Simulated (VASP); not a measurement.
Wanted: the native input for a VASP 6.6.1 run.

- Task: single point
- Functional: LDA
- Potentials or basis: VASP PAW LDA potentials, release 64 (Pb_d, Se)
- Cutoff: 520 eV
- k mesh: 12 × 12 × 4
- Occupations: fermi-dirac, width 0.02 eV
- Spin: no spin polarisation
- Dipole correction: no
- Further INCAR settings: ALGO = Normal; EDIFF = 1e-06; NBANDS = 28

The structure of PbSe lies in POSCAR:

```
PbSe
1.0
    4.2735454799      0.0000000000      0.0000000000
   -2.1367727399      3.7009989499      0.0000000000
    0.0000000000      0.0000000000      7.5550281280
Pb Se
2 2
Direct
    0.0000000000      0.0000000000      0.0000000000
    0.0000000000      0.0000000000      0.5000000000
    0.3333333333      0.6666666667      0.2500000000
    0.6666666667      0.3333333333      0.7500000000
```

One way to write it, as run:

INCAR

```
SYSTEM = PbSe
ALGO = Normal ; EDIFF = 1E-6
ENCUT = 520 ; ISIF = 2
ISMEAR = -1 ; LASPH = .TRUE.
LCHARG = .TRUE. ; LELF = .TRUE.
LREAL = .FALSE. ; LVHAR = .TRUE.
LWAVE = .FALSE. ; NBANDS = 28
NELM = 80 ; PREC = Accurate
SIGMA = 0.02
```

KPOINTS

```
k-points
0
G
  12 12 4
  0 0 0
```

Potentials or basis: VASP PAW LDA potentials, release 64 (Pb_d, Se).

Run with:

```console
$ cat potpaw_LDA.64/Pb_d/POTCAR potpaw_LDA.64/Se/POTCAR > POTCAR
$ mpirun -np 1 vasp_std > vasp.out
```

Results of the run:

```
Pressure               : -3.2 GPa
Band gap on the k mesh : zero (bands 20 and 21 overlap by 0.11 eV)
```

Caveat: the cell stands under tension; semilocal functionals underestimate gaps, so a narrow gap can read as zero; spin-orbit coupling is left out, which moves the levels of the heavy elements.

Run time: 54 s on 1 thread of Intel(R) Xeon(R) 6975P-C (Granite Rapids) (shared host), peak memory 0.29 GiB.
